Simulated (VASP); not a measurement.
# MoRu5 (P-62m) in VASP: notebook

The runs below take MoRu5 through relaxation of cell and atoms, relaxation of shape and atoms at fixed volume, with PBE.

Everything below comes from runs of VASP 6.6.1. Logs are shortened: lines on timing, memory, paths and dates and some standing lists are left out, and cuts for length are marked.

**1. The cell of the first run**

The structure is hexagonal, space group P-62m (No. 189). Conventional cell: a = 4.716 Å, b = 4.716 Å, c = 4.405 Å, α = 90.00°, β = 90.00°, γ = 120.00°. Mo (site symmetry -62m) has 12 Ru at 2.71 to 2.72 Å within 3.6 Å. Ru (site symmetry -6) has 9 Ru at 2.71 to 2.72 Å and 3 Mo at 2.72 Å within 3.6 Å. Ru (site symmetry m2m) has 2 Mo at 2.71 Å and 10 Ru at 2.71 to 2.72 Å within 3.6 Å.

**2. Relaxation of cell and atoms, PBE**

INCAR reads:

```
SYSTEM = MoRu5
  PREC = Accurate
  ENCUT = 600
  EDIFF = 1E-6
  ISMEAR = 0
  SIGMA = 0.1
  LREAL = .FALSE.
  LASPH = .TRUE.
  NELM = 80
  ALGO = Fast
  ISIF = 3
  LWAVE = .FALSE.
  LCHARG = .FALSE.
  GGA = PE
  IBRION = 2
  NSW = 100
  EDIFFG = -0.01
```

KPOINTS reads:

```
regular mesh
0
G
  12 12 8
  0 0 0
```

POSCAR reads:

```
MoRu5
1.0
    4.7160651200      0.0000000000      0.0000000000
   -2.3580325600      4.0842322000      0.0000000000
    0.0000000000      0.0000000000      4.4047989400
Mo Ru
1 5
Direct
    0.0000000000      0.0000000000      0.0000000000
    0.3333333300      0.6666666700      0.0000000000
    0.6666666700      0.3333333300      0.0000000000
    0.6666666700      0.6666666700      0.5000000000
    0.3333333300      0.0000000000      0.5000000000
    0.0000000000      0.3333333300      0.5000000000
```

Potentials or basis: VASP PAW PBE potentials, release 64 (Mo_sv, Ru_pv).

The run is started by

```sh
$ cat potpaw_PBE.64/Mo_sv/POTCAR potpaw_PBE.64/Ru_pv/POTCAR > POTCAR
$ mpirun -np 1 vasp_std > vasp.out
```

OUTCAR:

```text
SYSTEM = MoRu5
   PREC = Accurate
   ENCUT = 600
   EDIFF = 1E-6
   ISMEAR = 0
   LREAL = .FALSE.
   LASPH = .TRUE.
   NELM = 80
   ISIF = 3
   GGA = PE
   IBRION = 2
   NSW = 100
   EDIFFG = -0.01

 ion  position               nearest neighbor table
   1  0.000  0.000  0.000-   5 2.71   5 2.71   6 2.71   4 2.71   4 2.71   6 2.71   2 2.72   3 2.72
                             3 2.72   2 2.72   3 2.72   2 2.72
   2  0.333  0.667  0.000-   5 2.71   5 2.71   6 2.71   6 2.71   4 2.71   4 2.71   1 2.72   3 2.72
                             3 2.72   1 2.72   1 2.72   3 2.72
   3  0.667  0.333  0.000-   6 2.71   6 2.71   5 2.71   5 2.71   4 2.71   4 2.71   1 2.72   2 2.72
                             2 2.72   1 2.72   1 2.72   2 2.72
   4  0.667  0.667  0.500-   1 2.71   1 2.71   2 2.71   2 2.71   3 2.71   3 2.71   5 2.72   6 2.72
                             5 2.72   6 2.72   6 2.72   5 2.72
   5  0.333  0.000  0.500-   1 2.71   1 2.71   2 2.71   2 2.71   3 2.71   3 2.71   6 2.72   4 2.72
                             4 2.72   6 2.72   6 2.72   4 2.72
   6  0.000  0.333  0.500-   3 2.71   3 2.71   1 2.71   1 2.71   2 2.71   2 2.71   5 2.72   4 2.72
                             5 2.72   4 2.72   4 2.72   5 2.72

  LATTYP: Found a hexagonal cell.
 ALAT       =     4.7160651200
 C/A-ratio  =     0.9339987528

  Lattice vectors:

 A1 = (   4.7160651200,   0.0000000000,   0.0000000000)
 A2 = (  -2.3580325600,   4.0842322000,   0.0000000000)
 A3 = (   0.0000000000,   0.0000000000,   4.4047989400)

Analysis of symmetry for initial positions (statically):
=====================================================================
 Subroutine PRICEL returns:
 Original cell was already a primitive cell.

 Routine SETGRP: Setting up the symmetry group for a
 hexagonal supercell.

 Subroutine GETGRP returns: Found 12 space group operations
 (whereof 12 operations were pure point group operations)
 out of a pool of 24 trial point group operations.

The static configuration has the point symmetry D_3h.

Analysis of symmetry for dynamics (positions and initial velocities):
=====================================================================
 Subroutine PRICEL returns:
 Original cell was already a primitive cell.

 Routine SETGRP: Setting up the symmetry group for a
 hexagonal supercell.

 Subroutine GETGRP returns: Found 12 space group operations
 (whereof 12 operations were pure point group operations)
 out of a pool of 24 trial point group operations.

The dynamic configuration has the point symmetry D_3h.

 Subroutine INISYM returns: Found 12 space group operations
 (whereof 12 operations are pure point group operations),
 and found     1 'primitive' translations

----------------------------------------------------------------------------------------

                                     Primitive cell

  volume of cell :      84.8431

  direct lattice vectors                    reciprocal lattice vectors
     4.716065120  0.000000000  0.000000000     0.212041177  0.122422031  0.000000000
    -2.358032560  4.084232200  0.000000000     0.000000000  0.244844062  0.000000000
     0.000000000  0.000000000  4.404798940     0.000000000  0.000000000  0.227025118

  length of vectors
     4.716065120  4.716065120  4.404798940     0.244844062  0.244844062  0.227025118

  position of ions in fractional coordinates (direct lattice)
     0.000000000  0.000000000  0.000000000
     0.333333330  0.666666670  0.000000000
     0.666666670  0.333333330  0.000000000
     0.666666670  0.666666670  0.500000000
     0.333333330  0.000000000  0.500000000
     0.000000000  0.333333330  0.500000000

  ion indices of the primitive-cell ions
   primitive index   ion index
                 1           1
                 2           2
                 3           3
                 4           4
                 5           5
                 6           6

----------------------------------------------------------------------------------------

 KPOINTS: regular mesh

Automatic generation of k-mesh.
 Grid dimensions read from file:
 generate k-points for:   12   12    8

 Generating k-lattice:

  Cartesian coordinates                     Fractional coordinates (reciprocal lattice)
     0.017670098  0.010201836  0.000000000     0.083333333  0.000000000  0.000000000
     0.000000000  0.020403672  0.000000000     0.000000000  0.083333333  0.000000000
     0.000000000  0.000000000  0.028378140     0.000000000  0.000000000  0.125000000

  Length of vectors
     0.020403672  0.020403672  0.028378140

  Shift w.r.t. Gamma in fractional coordinates (k-lattice)
     0.000000000  0.000000000  0.000000000

 Subroutine IBZKPT returns following result:
 ===========================================

 Found     95 irreducible k-points:

 Following reciprocal coordinates:
            Coordinates               Weight
  0.000000  0.000000  0.000000      1.000000
  0.083333  0.000000  0.000000      6.000000
  0.166667  0.000000  0.000000      6.000000
  0.250000  0.000000  0.000000      6.000000
  0.333333  0.000000  0.000000      6.000000
  0.416667  0.000000  0.000000      6.000000
[... 16 lines left out ...]
  0.250000  0.000000  0.125000     12.000000
  0.333333  0.000000  0.125000     12.000000
 [... further k-points ...]
   k-points           NKPTS =     95   k-points in BZ     NKDIM =     95   number of bands    NBANDS=     50
   number of dos      NEDOS =    301   number of ions     NIONS =      6
   total plane-waves  NPLWV =  57600
   dimension x,y,z NGX =    40 NGY =   40 NGZ =   36
   dimension x,y,z NGXF=    80 NGYF=   80 NGZF=   72
   ions per type =               1   5
   NGX,Y,Z   is equivalent  to a cutoff of  14.10, 14.10, 13.59 a.u.
   NGXF,Y,Z  is equivalent  to a cutoff of  28.20, 28.20, 27.17 a.u.
 SYSTEM =  MoRu5
   PREC   = accura    normal or accurate (medium, high low for compatibility)
   ISTART =      0    job   : 0-new  1-cont  2-samecut
   ICHARG =      2    charge: 1-file 2-atom 10-const
   ISPIN  =      1    spin polarized calculation?
   LNONCOLLINEAR =      F non collinear calculations
   LSORBIT =      F    spin-orbit coupling
   LASPH  =      T    aspherical Exc in radial PAW
   ENCUT  =  600.0 eV  44.10 Ry    6.64 a.u.   9.42  9.42  8.80*2*pi/ulx,y,z
   NELM   =     80;   NELMIN=  2; NELMDL= -5     # of ELM steps
   EDIFF  = 0.1E-05   stopping-criterion for ELM
   LREAL  =      F    real-space projection
   EDIFFG = -.1E-01   stopping-criterion for IOM
   NSW    =    100    number of steps for IOM
   IBRION =      2    ionic relax: 0-MD 1-quasi-New 2-CG
   NFREE  =      1    steps in history (QN), initial steepest desc. (CG)
   ISIF   =      3    stress and relaxation
   ISYM   =      2    0-nonsym 1-usesym 2-fastsym
   POTIM  = 0.5000    time-step for ionic-motion
   TEBEG  =    0.0;   TEEND  =   0.0 temperature during run
   PSTRESS=    0.0 pullay stress
   NELECT =      84.0000    total number of electrons
   NUPDOWN=      -1.0000    fix difference up-down
   EMIN   =  10.00;   EMAX   =-10.00  energy-range for DOS
   EFERMI =   0.00;   METHOD = LEGACY
   ISMEAR =     0;   SIGMA  =   0.10  broadening in eV -4-tet -1-fermi 0-gaus
   EFERMI_NEDOS =   21; number of points for ismear=-14 and -15
   IALGO  =     68    algorithm
   IMIX   =      4    mixing-type and parameters
     AMIX     =   0.40;   BMIX     =  1.00
     AMIX_MAG =   1.60;   BMIX_MAG =  1.00
  volume/ion in A,a.u.               =      14.14        95.42
  Fermi-wavevector in a.u.,A,eV,Ry     =   1.631658  3.083387 36.222901  2.662308
  Thomas-Fermi vector in A             =   2.723758
   LORBIT       =      0    0 simple, 1 ext, 2 COOP (PROOUT), +10 PAW based schemes
   GGA     = PE    functional components
   LHFCALC =     F    Hartree Fock is set to
   AEXX    =    0.0000 exact exchange contribution
   IVDW    =     0    specifies the selected vdW correction
   LEPSILON=     F    determine dielectric tensor
   LRPA    =     F    only Hartree local field effects (RPA)
 conjugate gradient relaxation of ions
 non-spin polarized calculation
 RMM-DIIS sequential band-by-band and
 Gauss-broadening in eV      SIGMA  =   0.10
  energy-cutoff  :      600.00
  volume of cell :       84.84
 maximum number of plane-waves:      2862
 NGX is ok and might be reduce to    40
   NGX = 19   NGY = 19   NGZ = 17

--------------------------------------- Ionic step        1  -------------------------------------------

 number of electron      84.0000001 magnetization

 Free energy of the ion-electron system (eV)
  ---------------------------------------------------
  ext. energy  EPLUGINS =         0.00000000
  ---------------------------------------------------
  free energy    TOTEN  =       -57.24347863 eV

  energy without entropy =      -57.21698659  energy(sigma->0) =      -57.23023261

------------------------ aborting loop because EDIFF is reached ----------------------------------------

  FORCE on cell =-STRESS in cart. coord.  units (eV):
  Direction    XX          YY          ZZ          XY          YZ          ZX
  --------------------------------------------------------------------------------------
  -------------------------------------------------------------------------------------
  Total        1.2717156      1.2717156     -4.7211298      0.0000000      0.0000000      0.0000000
  in kB       24.0150929     24.0150929    -89.1538740      0.0000000      0.0000000      0.0000000
  external PRESSURE =     -13.7078961 kB  Pullay stress =       0.0000000 kB

 VOLUME and BASIS-vectors are now :
 -----------------------------------------------------------------------------
  energy-cutoff  :      600.00
  volume of cell :       84.84
      direct lattice vectors                 reciprocal lattice vectors
     4.716065120  0.000000000  0.000000000     0.212041177  0.122422031  0.000000000
    -2.358032560  4.084232200  0.000000000     0.000000000  0.244844062  0.000000000
     0.000000000  0.000000000  4.404798940     0.000000000  0.000000000  0.227025118
[... 241 lines left out ...]
 POSITION                                       TOTAL-FORCE (eV/Angst)
 -----------------------------------------------------------------------------------
     -2.37720      4.11743     -0.00000        -0.000000     -0.000000      0.000000
     -0.00000      2.74495     -0.00000        -0.000000     -0.000000      0.000000
      2.37720      1.37248      4.31740        -0.000000     -0.000000     -0.000000
      1.57310      2.72469      2.15870        -0.017013     -0.029467      0.000000
      1.60820      0.00000      2.15870         0.034026     -0.000000     -0.000000
     -0.80410      1.39274      2.15870        -0.017013      0.029467     -0.000000
 -----------------------------------------------------------------------------------
    total drift:                               -0.000000     -0.000000     -0.000000

  FREE ENERGIE OF THE ION-ELECTRON SYSTEM (eV)
  ---------------------------------------------------
  free  energy   TOTEN  =       -57.3148704051 eV

  energy  without entropy=      -57.2905981004  energy(sigma->0) =      -57.30273425

--------------------------------------- Ionic step        8  -------------------------------------------

 number of electron      84.0000014 magnetization

 Free energy of the ion-electron system (eV)
  ---------------------------------------------------
  ext. energy  EPLUGINS =         0.00000000
  ---------------------------------------------------
  free energy    TOTEN  =       -57.31504776 eV

  energy without entropy =      -57.29092761  energy(sigma->0) =      -57.30298769

 E-fermi :  12.3951     XC(G=0): -13.9076

 val. band max:       12.3911589068   @ k =   0.5000   0.0000   0.0000
 cond. band min:      12.3953343378   @ k =   0.2500   0.2500   0.2500
 fundamental gap:      0.0041754310
 Fermi energy:        12.3951476011

 k-point     1 :       0.0000    0.0000    0.0000
  band No.  band energies     occupation
      1     -48.4692      2.00000
      2     -30.8625      2.00000
      3     -30.6167      2.00000
      4     -30.6167      2.00000
      5     -30.5607      2.00000
      6     -30.4400      2.00000
[... 1261 lines left out ...]
     49      14.6807      0.00000
     50      14.8501      0.00000

 [... further k-points ...]
[... 5 lines left out ...]
  --------------------------------------------------------------------------------------
  -------------------------------------------------------------------------------------
  Total       -0.0049833     -0.0049833      0.0060388      0.0000000     -0.0000000     -0.0000000
  in kB       -0.0944966     -0.0944966      0.1145118      0.0000000     -0.0000000     -0.0000000
  external PRESSURE =      -0.0248271 kB  Pullay stress =       0.0000000 kB

 VOLUME and BASIS-vectors are now :
 -----------------------------------------------------------------------------
  energy-cutoff  :      600.00
  volume of cell :       84.49
      direct lattice vectors                 reciprocal lattice vectors
     4.753146604  0.000000000 -0.000000000     0.210386946  0.121466960 -0.000000000
    -2.376573302  4.116345707 -0.000000000    -0.000000000  0.242933920 -0.000000000
     0.000000000  0.000000000  4.318341202     0.000000000  0.000000000  0.231570400

 POSITION                                       TOTAL-FORCE (eV/Angst)
 -----------------------------------------------------------------------------------
      0.00000      0.00000      0.00000         0.000000      0.000000     -0.000000
     -0.00000      2.74423     -0.00000         0.000000      0.000000      0.000000
      2.37657      1.37212     -0.00000         0.000000      0.000000     -0.000000
      1.57148      2.72188      2.15917        -0.000789     -0.001366      0.000000
      1.61019      0.00000      2.15917         0.001578      0.000000     -0.000000
     -0.80510      1.39447      2.15917        -0.000789      0.001366     -0.000000
 -----------------------------------------------------------------------------------
    total drift:                               -0.000000     -0.000000     -0.000000

  FREE ENERGIE OF THE ION-ELECTRON SYSTEM (eV)
  ---------------------------------------------------
  free  energy   TOTEN  =       -57.3150477599 eV

  energy  without entropy=      -57.2909276135  energy(sigma->0) =      -57.30298769

 reached required accuracy - stopping structural energy minimisation
```

Run time: 78 min. Hardware: 1 thread of Oxide Virtual Turin-like, shared host; peak memory 0.48 GiB.

Results:

| Item | Value |
| --- | --- |
| Free energy | -57.3150 eV |
| Relaxed volume | 14.08 Å³/atom |
| Relaxed cell | a = 4.753 Å, b = 4.753 Å, c = 4.318 Å, α = 90.00°, β = 90.00°, γ = 120.00° |
| Space group after relaxing (to 0.1 Å) | P-62m (No. 189) |
| Energy gained by relaxing | 11.9 meV/atom |
| Ionic steps | 8 |
| Pressure after relaxing | 0.0 GPa |
| Band gap on the k mesh | zero (bands 42 and 43 overlap by 1.23 eV) |

The path:
```tsv
step	energy change (eV)	largest force (eV/Å)	pressure (GPa)	volume (Å³)
1	0.0000	0.3861	-1.37	84.84
2	-0.0187	0.0715	4.83	83.30
3	-0.0639	0.2258	1.59	84.01
4	-0.0638	0.2206	1.79	83.99
5	-0.0571	0.0471	-3.62	85.55
6	-0.0688	0.1492	-0.43	84.60
7	-0.0714	0.0340	-0.13	84.52
8	-0.0716	0.0016	0.00	84.49
```

Final structure:
```yaml
crystal:
  lattice:
    - [4.75315, 0.00000, 0.00000]
    - [-2.37657, 4.11635, 0.00000]
    - [0.00000, 0.00000, 4.31834]
  atoms:
    - { symbol: Mo, position: [0.00000, 0.00000, 0.00000] }
    - { symbol: Ru, position: [0.33333, 0.66667, 0.00000] }
    - { symbol: Ru, position: [0.66667, 0.33333, 0.00000] }
    - { symbol: Ru, position: [0.66124, 0.66124, 0.50000] }
    - { symbol: Ru, position: [0.33876, 0.00000, 0.50000] }
    - { symbol: Ru, position: [0.00000, 0.33876, 0.50000] }
```

Levels at points of the mesh, in eV from the Fermi level:
```csv
k point,band 39,band 40,band 41,band 42,band 43,band 44,band 45,band 46
"(0.00, 0.00, 0.00)",-0.98,-0.98,-0.55,-0.55,1.07,1.44,1.44,1.53
"(0.50, 0.00, 0.00)",-1.15,-0.86,-0.71,-0.03,0.00,0.38,0.81,1.62
"(0.00, 0.00, 0.50)",-1.98,-0.81,-0.81,-0.60,-0.60,0.87,0.87,1.11
"(0.50, 0.00, 0.50)",-0.86,-0.64,-0.42,0.62,0.99,1.10,1.14,1.70
```

**3. Relaxation of shape and atoms at fixed volume, PBE (13.66 Å³/atom)**

This run uses another cell than the first one, of 13.66 Å³/atom.

INCAR reads:

```
SYSTEM = MoRu5
PREC = Accurate
ENCUT = 600
EDIFF = 1E-7
ISMEAR = 0
SIGMA = 0.1
LREAL = .False.
LASPH = .True.
NELM = 80
ALGO = Fast
ISIF = 4
LWAVE = .False.
LCHARG = .False.
GGA = PE
IBRION = 2
NSW = 50
EDIFFG = -0.01
```

KPOINTS reads:

```
Automatic mesh
0
Gamma
  12 12 10
  0 0 0
```

POSCAR reads:

```
MoRu5
1.0
    4.7063983256      0.0000000000      0.0000000000
   -2.3531991628      4.0758605103      0.0000000000
    0.0000000000      0.0000000000      4.2727316635
Mo Ru
1 5
Direct
    0.0000000000      0.0000000000      0.0000000000
    0.3333333333      0.6666666667      0.0000000000
    0.6666666667      0.3333333333      0.0000000000
    0.6615208580      0.6615208580      0.5000000000
    0.3384791420      0.0000000000      0.5000000000
    0.0000000000      0.3384791420      0.5000000000
```

Potentials or basis: VASP PAW PBE potentials, release 64 (Mo_sv, Ru_pv).

The run is started by

```sh
$ cat potpaw_PBE.64/Mo_sv/POTCAR potpaw_PBE.64/Ru_pv/POTCAR > POTCAR
$ mpirun -np 1 vasp_std > vasp.out
```

Wall time 35 min (1 thread of Oxide Virtual Turin-like, shared host); peak memory 0.53 GiB.

The run converged. Its results:

```
Free energy                  : -57.2310 eV
Energy gained by relaxing    : 0.0 meV/atom
Ionic steps                  : 3
Pressure after relaxing      : 9.9 GPa
Largest force after relaxing : 0.009 eV/Å
Band gap on the k mesh       : zero (bands 42 and 43 overlap by 1.30 eV)
```

Forces on the atoms (eV/Å):
```
Mo   0.000  0.000  0.000
Ru   0.000  0.000  0.000
Ru   0.000  0.000  0.000
Ru   0.004  0.008  0.000
Ru  -0.009  0.000  0.000
Ru   0.004 -0.008  0.000
```

Step by step:
```csv
step,energy change (eV),largest force (eV/Å),pressure (GPa),volume (Å³)
1,0.0000,0.0138,9.93,81.96
2,0.0000,0.0034,9.88,81.96
3,-0.0002,0.0088,9.90,81.96
```

Final structure:
```yaml
crystal:
  lattice:
    - [4.70420, 0.00000, 0.00000]
    - [-2.35210, 4.07396, 0.00000]
    - [0.00000, 0.00000, 4.27673]
  atoms:
    - { symbol: Mo, position: [0.00000, 0.00000, 0.00000] }
    - { symbol: Ru, position: [0.33333, 0.66667, 0.00000] }
    - { symbol: Ru, position: [0.66667, 0.33333, 0.00000] }
    - { symbol: Ru, position: [0.66160, 0.66160, 0.50000] }
    - { symbol: Ru, position: [0.33840, 0.00000, 0.50000] }
    - { symbol: Ru, position: [0.00000, 0.33840, 0.50000] }
```

Levels at points of the mesh, in eV from the Fermi level:
```
           k point  band 40  band 41  band 42  band 43  band 44  band 45
(0.00, 0.00, 0.00)    -1.01    -0.56    -0.56     1.13     1.51     1.51
(0.50, 0.00, 0.00)    -0.88    -0.74    -0.03     0.01     0.40     0.86
(0.00, 0.00, 0.50)    -0.85    -0.85    -0.63    -0.63     0.92     0.92
(0.50, 0.00, 0.50)    -0.67    -0.44     0.65     1.05     1.17     1.21
```
